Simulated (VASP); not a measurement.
# Au (Fm-3m) in VASP: single point with LDA

Aim: the single point of Au with LDA.

Everything below comes from runs of VASP 6.6.1. Logs are shortened: lines on timing, memory, paths and dates and some standing lists are left out, and cuts for length are marked.

**1. The cell of the first run**

The structure is cubic, space group Fm-3m (No. 225). Conventional cell: a = 6.097 Å, b = 6.097 Å, c = 6.097 Å, α = 90.00°, β = 90.00°, γ = 90.00°. Au (site symmetry m-3m) has 12 Au at 4.31 Å within 5.7 Å.

**2. Single point, LDA**

File INCAR:

```
SYSTEM = Au
  PREC = Accurate
  ENCUT = 500
  EDIFF = 1E-6
  ISMEAR = -1
  SIGMA = 0.1
  LREAL = .False.
  LASPH = .True.
  NELM = 120
  ALGO = Normal
  ISIF = 2
  LWAVE = .False.
  LCHARG = .True.
  LELF = .True.
  LVHAR = .True.
  NBANDS = 12
  GGA_COMPAT = .False.
```

File KPOINTS:

```
regular mesh
0
Gamma
  7 7 7
  0 0 0
```

File POSCAR:

```
Au
1.0
    0.0000000000      3.0485000000      3.0485000000
    3.0485000000      0.0000000000      3.0485000000
    3.0485000000      3.0485000000      0.0000000000
Au
1
Direct
    0.0000000000      0.0000000000      0.0000000000
```

Potentials or basis: VASP PAW LDA potentials, release 64 (Au).

Started as:

```sh
> cat potpaw_LDA.64/Au/POTCAR > POTCAR
> mpirun -np 1 vasp_std > vasp.out
```

OUTCAR:

```text
SYSTEM = Au
   PREC = Accurate
   ENCUT = 500
   EDIFF = 1E-6
   ISMEAR = -1
   LREAL = .False.
   LASPH = .True.
   NELM = 120
   ISIF = 2

 ion  position               nearest neighbor table
   1  0.000  0.000  0.000-

  LATTYP: Found a face centered cubic cell.
 ALAT       =     6.0970000000

  Lattice vectors:

 A1 = (   0.0000000000,   3.0485000000,   3.0485000000)
 A2 = (   3.0485000000,   0.0000000000,   3.0485000000)
 A3 = (   3.0485000000,   3.0485000000,   0.0000000000)

Analysis of symmetry for initial positions (statically):
=====================================================================
 Subroutine PRICEL returns:
 Original cell was already a primitive cell.

 Routine SETGRP: Setting up the symmetry group for a
 face centered cubic supercell.

 Subroutine GETGRP returns: Found 48 space group operations
 (whereof 48 operations were pure point group operations)
 out of a pool of 48 trial point group operations.

The static configuration has the point symmetry O_h .

Analysis of symmetry for dynamics (positions and initial velocities):
=====================================================================
 Subroutine PRICEL returns:
 Original cell was already a primitive cell.

 Routine SETGRP: Setting up the symmetry group for a
 face centered cubic supercell.

 Subroutine GETGRP returns: Found 48 space group operations
 (whereof 48 operations were pure point group operations)
 out of a pool of 48 trial point group operations.

The dynamic configuration has the point symmetry O_h .

 Subroutine INISYM returns: Found 48 space group operations
 (whereof 48 operations are pure point group operations),
 and found     1 'primitive' translations

----------------------------------------------------------------------------------------

                                     Primitive cell

  volume of cell :      56.6616

  direct lattice vectors                    reciprocal lattice vectors
     0.000000000  3.048500000  3.048500000    -0.164015089  0.164015089  0.164015089
     3.048500000  0.000000000  3.048500000     0.164015089 -0.164015089  0.164015089
     3.048500000  3.048500000  0.000000000     0.164015089  0.164015089 -0.164015089

  length of vectors
     4.311230045  4.311230045  4.311230045     0.284082468  0.284082468  0.284082468

  position of ions in fractional coordinates (direct lattice)
     0.000000000  0.000000000  0.000000000

  ion indices of the primitive-cell ions
   primitive index   ion index
                 1           1

[... 72 lines left out ...]
   ISIF   =      2    stress and relaxation
   ISYM   =      2    0-nonsym 1-usesym 2-fastsym
   POTIM  = 0.5000    time-step for ionic-motion
   TEBEG  =    0.0;   TEEND  =   0.0 temperature during run
   PSTRESS=    0.0 pullay stress
   NELECT =      11.0000    total number of electrons
   NUPDOWN=      -1.0000    fix difference up-down
   EMIN   =  10.00;   EMAX   =-10.00  energy-range for DOS
   EFERMI =   0.00;   METHOD = LEGACY
   ISMEAR =    -1;   SIGMA  =   0.10  broadening in eV -4-tet -1-fermi 0-gaus
   EFERMI_NEDOS =   21; number of points for ismear=-14 and -15
   IALGO  =     38    algorithm
   IMIX   =      4    mixing-type and parameters
     AMIX     =   0.40;   BMIX     =  1.00
     AMIX_MAG =   1.60;   BMIX_MAG =  1.00
  volume/ion in A,a.u.               =      56.66       382.37
  Fermi-wavevector in a.u.,A,eV,Ry     =   0.947930  1.791328 12.225800  0.898571
  Thomas-Fermi vector in A             =   2.076070
   LORBIT       =      0    0 simple, 1 ext, 2 COOP (PROOUT), +10 PAW based schemes
   GGA     = CA    functional components
   LHFCALC =     F    Hartree Fock is set to
   AEXX    =    0.0000 exact exchange contribution
   IVDW    =     0    specifies the selected vdW correction
   LEPSILON=     F    determine dielectric tensor
   LRPA    =     F    only Hartree local field effects (RPA)
 non-spin polarized calculation
  energy-cutoff  :      500.00
  volume of cell :       56.66
 maximum number of plane-waves:      1459
   NGX = 15   NGY = 15   NGZ = 15

 number of electron      11.0000001 magnetization

 Free energy of the ion-electron system (eV)
  ---------------------------------------------------
  ext. energy  EPLUGINS =         0.00000000
  ---------------------------------------------------
  free energy    TOTEN  =        -1.00076008 eV

  energy without entropy =       -0.97049315  energy(sigma->0) =       -0.98562662

 E-fermi :  -1.8784     XC(G=0):  -7.1153

 val. band max:       -2.0114656155   @ k =   0.4286   0.2857   0.0000
 cond. band min:      -1.7771567383   @ k =  -0.2857   0.2857   0.0000
 fundamental gap:      0.2343088772
 Fermi energy:        -1.8784391963

 k-point     1 :       0.0000    0.0000    0.0000
  band No.  band energies     occupation
      1      -4.2116      2.00000
      2      -3.4634      2.00000
      3      -3.4634      2.00000
      4      -3.4634      2.00000
      5      -3.3178      2.00000
      6      -3.3178      2.00000
      7       8.1767      0.00000
      8       8.1767      0.00000
      9       8.1767      0.00000
     10      10.0042      0.00000
     11      10.4203      0.00000
     12      12.1326      0.00000
[... 271 lines left out ...]
 k-point    20 :      -0.2857    0.4286    0.1429
  band No.  band energies     occupation
      1      -3.5397      2.00000
      2      -3.4617      2.00000
      3      -3.3886      2.00000
      4      -3.2930      2.00000
      5      -3.1819      2.00000
      6      -1.1634      0.00157
      7       2.4929      0.00000
      8       2.6450      0.00000
      9       4.5223      0.00000
     10       9.5277      0.00000
     11      11.9412      0.00000
     12      12.5500      0.00000

------------------------ aborting loop because EDIFF is reached ----------------------------------------

  FORCE on cell =-STRESS in cart. coord.  units (eV):
  Direction    XX          YY          ZZ          XY          YZ          ZX
  --------------------------------------------------------------------------------------
  -------------------------------------------------------------------------------------
  Total       -1.8757191     -1.8757191     -1.8757191      0.0000000      0.0000000     -0.0000000
  in kB      -53.0383241    -53.0383241    -53.0383241      0.0000000      0.0000000     -0.0000000
  external PRESSURE =     -53.0383241 kB  Pullay stress =       0.0000000 kB

 VOLUME and BASIS-vectors are now :
 -----------------------------------------------------------------------------
  energy-cutoff  :      500.00
  volume of cell :       56.66
      direct lattice vectors                 reciprocal lattice vectors
     0.000000000  3.048500000  3.048500000    -0.164015089  0.164015089  0.164015089
     3.048500000  0.000000000  3.048500000     0.164015089 -0.164015089  0.164015089
     3.048500000  3.048500000  0.000000000     0.164015089  0.164015089 -0.164015089

 POSITION                                       TOTAL-FORCE (eV/Angst)
 -----------------------------------------------------------------------------------
      0.00000      0.00000      0.00000         0.000000     -0.000000      0.000000
 -----------------------------------------------------------------------------------
    total drift:                                0.000000      0.000000      0.000000

  FREE ENERGIE OF THE ION-ELECTRON SYSTEM (eV)
  ---------------------------------------------------
  free  energy   TOTEN  =        -1.0007600811 eV

  energy  without entropy=       -0.9704931495  energy(sigma->0) =       -0.98562662
```

OSZICAR:

```text
N       E                     dE             d eps       ncg     rms          rms(c)
DAV:   1     0.450183850881E+02    0.45018E+02   -0.42280E+03   496   0.672E+02
DAV:   2     0.631799713142E-01   -0.44955E+02   -0.40701E+02   536   0.134E+02
DAV:   3    -0.102749525856E+01   -0.10907E+01   -0.10868E+01   564   0.207E+01
DAV:   4    -0.103145576581E+01   -0.39605E-02   -0.39603E-02   576   0.150E+00
DAV:   5    -0.103150692204E+01   -0.51156E-04   -0.51156E-04   568   0.186E-01    0.744E-01
DAV:   6    -0.100118408248E+01    0.30323E-01   -0.12369E-01   556   0.232E+00    0.736E-01
DAV:   7    -0.100074572328E+01    0.43836E-03   -0.11474E-03   552   0.212E-01    0.454E-01
DAV:   8    -0.100072000862E+01    0.25715E-04   -0.74494E-04   564   0.221E-01    0.390E-02
DAV:   9    -0.100075851746E+01   -0.38509E-04   -0.19661E-05   524   0.329E-02    0.125E-02
DAV:  10    -0.100075993251E+01   -0.14151E-05   -0.16569E-06   564   0.778E-03    0.143E-03
DAV:  11    -0.100076008106E+01   -0.14855E-06   -0.88973E-08   372   0.177E-03
   1 F= -.10007601E+01 E0= -.98562662E+00  d E =-.302669E-01
```

stdout:

```text
POSCAR found type information on POSCAR Au
 POSCAR found :  1 types and       1 ions
 scaLAPACK will be used
 LDA part: xc-table for (Slater(with rela. corr.)+CA(PZ))
 , standard interpolation
 POSCAR, INCAR and KPOINTS ok, starting setup
 FFT: planning ... GRIDC
 FFT: planning ... GRID_SOFT
 FFT: planning ... GRID
 WAVECAR not read
 entering main loop
```

It took 15 s on 1 thread of Intel Xeon 8259CL, shared host; peak memory 0.15 GiB.

Results:

```
Free energy : -1.0008 eV
Pressure    : -5.3 GPa
```

Caveat: spin-orbit coupling is left out, which moves the levels of the heavy elements.
